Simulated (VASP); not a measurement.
# BN (F-43m) in VASP: single point with LDA

Aim: the single point of BN with LDA.

All numbers are computed with VASP 6.6.1; they aren't measurements. Logs are shortened: lines on timing, memory, paths and dates and some standing lists are left out, and cuts for length are marked.

## (1) The cell of the first run

The structure is cubic, space group F-43m (No. 216). Conventional cell: a = 3.580 Å, b = 3.580 Å, c = 3.580 Å, α = 90.00°, β = 90.00°, γ = 90.00°. B (site symmetry -43m) has 4 N at 1.55 Å within 2.1 Å. Within 2.1 Å of N (site symmetry -43m) lie 4 B at 1.55 Å.

## (2) Single point, LDA

INCAR

```
SYSTEM = BN
PREC = Accurate ; ENCUT = 1330
EDIFF = 1E-6 ; ISMEAR = 0
SIGMA = 0.02 ; LREAL = .False.
LASPH = .True. ; NELM = 120
ALGO = Normal ; ISIF = 2
LWAVE = .False. ; LCHARG = .False.
NBANDS = 11 ; GGA_COMPAT = .False.
```

KPOINTS

```
Automatic mesh
0
Gamma
  12 12 12
  0 0 0
```

POSCAR

```
BN
1.0
    0.0000000000      1.7899407110      1.7899407110
    1.7899407110      0.0000000000      1.7899407110
    1.7899407110      1.7899407110      0.0000000000
B N
1 1
Direct
    0.0000000000      0.0000000000      0.0000000000
    0.2500000000      0.2500000000      0.2500000000
```

Potentials or basis: VASP PAW LDA potentials, release 64 (B_h, N_h).

Command:

```console
$ cat potpaw_LDA.64/B_h/POTCAR potpaw_LDA.64/N_h/POTCAR > POTCAR
$ mpirun -np 1 vasp_std > vasp.out
```

OUTCAR:

```text
SYSTEM = BN
   PREC = Accurate
   ENCUT = 1330
   EDIFF = 1E-6
   ISMEAR = 0
   LREAL = .False.
   LASPH = .True.
   NELM = 120
   ISIF = 2

 ion  position               nearest neighbor table
   1  0.000  0.000  0.000-
   2  0.250  0.250  0.250-

  LATTYP: Found a face centered cubic cell.
 ALAT       =     3.5798814220

  Lattice vectors:

 A1 = (   0.0000000000,   1.7899407110,   1.7899407110)
 A2 = (   1.7899407110,   0.0000000000,   1.7899407110)
 A3 = (   1.7899407110,   1.7899407110,   0.0000000000)

Analysis of symmetry for initial positions (statically):
=====================================================================
 Subroutine PRICEL returns:
 Original cell was already a primitive cell.

 Routine SETGRP: Setting up the symmetry group for a
 face centered cubic supercell.

 Subroutine GETGRP returns: Found 24 space group operations
 (whereof 24 operations were pure point group operations)
 out of a pool of 48 trial point group operations.

The static configuration has the point symmetry T_d .

Analysis of symmetry for dynamics (positions and initial velocities):
=====================================================================
 Subroutine PRICEL returns:
 Original cell was already a primitive cell.

 Routine SETGRP: Setting up the symmetry group for a
 face centered cubic supercell.

 Subroutine GETGRP returns: Found 24 space group operations
 (whereof 24 operations were pure point group operations)
 out of a pool of 48 trial point group operations.

The dynamic configuration has the point symmetry T_d .

 Subroutine INISYM returns: Found 24 space group operations
 (whereof 24 operations are pure point group operations),
 and found     1 'primitive' translations

----------------------------------------------------------------------------------------

                                     Primitive cell

  volume of cell :      11.4695

  direct lattice vectors                    reciprocal lattice vectors
     0.000000000  1.789940711  1.789940711    -0.279338861  0.279338861  0.279338861
     1.789940711  0.000000000  1.789940711     0.279338861 -0.279338861  0.279338861
     1.789940711  1.789940711  0.000000000     0.279338861  0.279338861 -0.279338861

  length of vectors
     2.531358429  2.531358429  2.531358429     0.483829100  0.483829100  0.483829100

  position of ions in fractional coordinates (direct lattice)
     0.000000000  0.000000000  0.000000000
     0.250000000  0.250000000  0.250000000

  ion indices of the primitive-cell ions
   primitive index   ion index
                 1           1
                 2           2

----------------------------------------------------------------------------------------

 KPOINTS: Automatic mesh

Automatic generation of k-mesh.
 Grid dimensions read from file:
 generate k-points for:   12   12   12

 Generating k-lattice:

  Cartesian coordinates                     Fractional coordinates (reciprocal lattice)
    -0.023278238  0.023278238  0.023278238     0.083333333  0.000000000  0.000000000
     0.023278238 -0.023278238  0.023278238     0.000000000  0.083333333  0.000000000
     0.023278238  0.023278238 -0.023278238     0.000000000  0.000000000  0.083333333

  Length of vectors
     0.040319092  0.040319092  0.040319092

  Shift w.r.t. Gamma in fractional coordinates (k-lattice)
     0.000000000  0.000000000  0.000000000

 Subroutine IBZKPT returns following result:
 ===========================================

 Found     72 irreducible k-points:

 Following reciprocal coordinates:
            Coordinates               Weight
  0.000000  0.000000  0.000000      1.000000
  0.083333  0.000000  0.000000      8.000000
  0.166667  0.000000  0.000000      8.000000
  0.250000  0.000000  0.000000      8.000000
  0.333333  0.000000  0.000000      8.000000
  0.416667  0.000000  0.000000      8.000000
[... 16 lines left out ...]
  0.500000  0.166667  0.000000     24.000000
 -0.416667  0.166667  0.000000     24.000000
 [... further k-points ...]
   k-points           NKPTS =     72   k-points in BZ     NKDIM =     72   number of bands    NBANDS=     11
   number of dos      NEDOS =    301   number of ions     NIONS =      2
   total plane-waves  NPLWV =  27000
   dimension x,y,z NGX =    30 NGY =   30 NGZ =   30
   dimension x,y,z NGXF=    60 NGYF=   60 NGZF=   60
   ions per type =               1   1
   NGX,Y,Z   is equivalent  to a cutoff of  19.70, 19.70, 19.70 a.u.
   NGXF,Y,Z  is equivalent  to a cutoff of  39.40, 39.40, 39.40 a.u.
 SYSTEM =  BN
   PREC   = accura    normal or accurate (medium, high low for compatibility)
   ISTART =      0    job   : 0-new  1-cont  2-samecut
   ICHARG =      2    charge: 1-file 2-atom 10-const
   ISPIN  =      1    spin polarized calculation?
   LNONCOLLINEAR =      F non collinear calculations
   LSORBIT =      F    spin-orbit coupling
   LASPH  =      T    aspherical Exc in radial PAW
   ENCUT  = 1330.0 eV  97.75 Ry    9.89 a.u.   7.53  7.53  7.53*2*pi/ulx,y,z
   NELM   =    120;   NELMIN=  2; NELMDL= -5     # of ELM steps
   EDIFF  = 0.1E-05   stopping-criterion for ELM
   LREAL  =      F    real-space projection
   EDIFFG = 0.1E-04   stopping-criterion for IOM
   NSW    =      0    number of steps for IOM
   IBRION =     -1    ionic relax: 0-MD 1-quasi-New 2-CG
   NFREE  =      0    steps in history (QN), initial steepest desc. (CG)
   ISIF   =      2    stress and relaxation
   ISYM   =      2    0-nonsym 1-usesym 2-fastsym
   POTIM  = 0.5000    time-step for ionic-motion
   TEBEG  =    0.0;   TEEND  =   0.0 temperature during run
   PSTRESS=    0.0 pullay stress
   NELECT =       8.0000    total number of electrons
   NUPDOWN=      -1.0000    fix difference up-down
   EMIN   =  10.00;   EMAX   =-10.00  energy-range for DOS
   EFERMI =   0.00;   METHOD = LEGACY
   ISMEAR =     0;   SIGMA  =   0.02  broadening in eV -4-tet -1-fermi 0-gaus
   EFERMI_NEDOS =   21; number of points for ismear=-14 and -15
   IALGO  =     38    algorithm
   IMIX   =      4    mixing-type and parameters
     AMIX     =   0.40;   BMIX     =  1.00
     AMIX_MAG =   1.60;   BMIX_MAG =  1.00
  volume/ion in A,a.u.               =       5.73        38.70
  Fermi-wavevector in a.u.,A,eV,Ry     =   1.451854  2.743606 28.679436  2.107879
  Thomas-Fermi vector in A             =   2.569303
   LORBIT       =      0    0 simple, 1 ext, 2 COOP (PROOUT), +10 PAW based schemes
   GGA     = CA    functional components
   LHFCALC =     F    Hartree Fock is set to
   AEXX    =    0.0000 exact exchange contribution
   IVDW    =     0    specifies the selected vdW correction
   LEPSILON=     F    determine dielectric tensor
   LRPA    =     F    only Hartree local field effects (RPA)
 non-spin polarized calculation
 Gauss-broadening in eV      SIGMA  =   0.02
  energy-cutoff  :     1330.00
  volume of cell :       11.47
 maximum number of plane-waves:      1283
   NGX = 15   NGY = 15   NGZ = 15

 number of electron       8.0000000 magnetization

 Free energy of the ion-electron system (eV)
  ---------------------------------------------------
  ext. energy  EPLUGINS =         0.00000000
  ---------------------------------------------------
  free energy    TOTEN  =       -19.42114177 eV

  energy without entropy =      -19.42114177  energy(sigma->0) =      -19.42114177

 E-fermi :   9.3644     XC(G=0): -13.4110

 val. band max:        9.2633421344   @ k =   0.0000   0.0000   0.0000
 cond. band min:      13.6456775382   @ k =   0.5000   0.5000   0.0000
 fundamental gap:      4.3823354038
 Fermi energy:         9.3643600858

 k-point     1 :       0.0000    0.0000    0.0000
  band No.  band energies     occupation
      1     -11.1422      2.00000
      2       9.2633      2.00000
      3       9.2633      2.00000
      4       9.2633      2.00000
      5      18.0888      0.00000
      6      18.0888      0.00000
      7      18.0888      0.00000
      8      20.1814      0.00000
      9      34.3143      0.00000
     10      37.3996      0.00000
     11      37.3996      0.00000

 k-point     2 :       0.0833    0.0000    0.0000
  band No.  band energies     occupation
      1     -10.9687      2.00000
      2       8.3399      2.00000
      3       9.0751      2.00000
      4       9.0751      2.00000
      5      18.3585      0.00000
      6      18.3723      0.00000
      7      18.3723      0.00000
      8      20.6933      0.00000
      9      33.9879      0.00000
     10      35.0203      0.00000
     11      35.0203      0.00000

 k-point     3 :       0.1667    0.0000    0.0000
  band No.  band energies     occupation
      1     -10.4539      2.00000
      2       6.2078      2.00000
      3       8.6187      2.00000
      4       8.6187      2.00000
      5      18.7943      0.00000
      6      19.0274      0.00000
      7      19.0274      0.00000
      8      21.9143      0.00000
      9      33.2863      0.00000
     10      33.4253      0.00000
     11      33.4253      0.00000

 k-point     4 :       0.2500    0.0000    0.0000
  band No.  band energies     occupation
      1      -9.6191      2.00000
      2       3.6928      2.00000
      3       8.0942      2.00000
      4       8.0942      2.00000
      5      19.2021      0.00000
      6      19.6458      0.00000
      7      19.6458      0.00000
      8      23.1308      0.00000
      9      32.7287      0.00000
     10      33.0150      0.00000
     11      33.0150      0.00000
[... 239 lines left out ...]
 k-point    22 :       0.4167    0.1667    0.0000
  band No.  band energies     occupation
      1      -7.5868      2.00000
      2       0.9242      2.00000
      3       6.0697      2.00000
      4       6.2020      2.00000
      5      17.8043      0.00000
      6      21.9558      0.00000
      7      22.2458      0.00000
      8      23.2228      0.00000
      9      29.7320      0.00000
     10      35.8088      0.00000
     11      37.9359      0.00000

 k-point    23 :       0.5000    0.1667    0.0000
  band No.  band energies     occupation
      1      -6.5482      2.00000
      2      -0.7159      2.00000
      3       5.4661      2.00000
      4       6.2794      2.00000
      5      18.1474      0.00000
      6      21.9441      0.00000
      7      21.9888      0.00000
      8      24.5298      0.00000
      9      30.0855      0.00000
     10      35.9851      0.00000
     11      37.1148      0.00000

 k-point    24 :      -0.4167    0.1667    0.0000
  band No.  band energies     occupation
      1      -6.3432      2.00000
      2      -1.0072      2.00000
      3       5.0492      2.00000
      4       6.6066      2.00000
      5      18.5991      0.00000
      6      21.5836      0.00000
      7      21.8150      0.00000
      8      25.1646      0.00000
      9      30.3684      0.00000
     10      34.8056      0.00000
     11      36.2479      0.00000

 [... further k-points ...]

------------------------ aborting loop because EDIFF is reached ----------------------------------------

  FORCE on cell =-STRESS in cart. coord.  units (eV):
  Direction    XX          YY          ZZ          XY          YZ          ZX
  --------------------------------------------------------------------------------------
  -------------------------------------------------------------------------------------
  Total        0.0663850      0.0663850      0.0663850      0.0000000      0.0000000      0.0000000
  in kB        9.2733108      9.2733108      9.2733108      0.0000000      0.0000000      0.0000000
  external PRESSURE =       9.2733108 kB  Pullay stress =       0.0000000 kB

 VOLUME and BASIS-vectors are now :
 -----------------------------------------------------------------------------
  energy-cutoff  :     1330.00
  volume of cell :       11.47
      direct lattice vectors                 reciprocal lattice vectors
     0.000000000  1.789940711  1.789940711    -0.279338861  0.279338861  0.279338861
     1.789940711  0.000000000  1.789940711     0.279338861 -0.279338861  0.279338861
     1.789940711  1.789940711  0.000000000     0.279338861  0.279338861 -0.279338861

 POSITION                                       TOTAL-FORCE (eV/Angst)
 -----------------------------------------------------------------------------------
      0.00000      0.00000      0.00000        -0.000000     -0.000000     -0.000000
      0.89497      0.89497      0.89497         0.000000      0.000000      0.000000
 -----------------------------------------------------------------------------------
    total drift:                                0.000000      0.000000     -0.000000

  FREE ENERGIE OF THE ION-ELECTRON SYSTEM (eV)
  ---------------------------------------------------
  free  energy   TOTEN  =       -19.4211417670 eV

  energy  without entropy=      -19.4211417670  energy(sigma->0) =      -19.42114177
```

It took 38 s on 1 thread of Intel Xeon Platinum 8375C at 2.90GHz (Ice Lake), shared host; peak memory 0.16 GiB.

What came out:

```yaml
Free_energy: -19.4211 eV
Pressure: 0.9 GPa
Band_gap_on_the_k_mesh: 4.38 eV (least direct gap 8.83 eV)
```

A k mesh can miss the band edges.
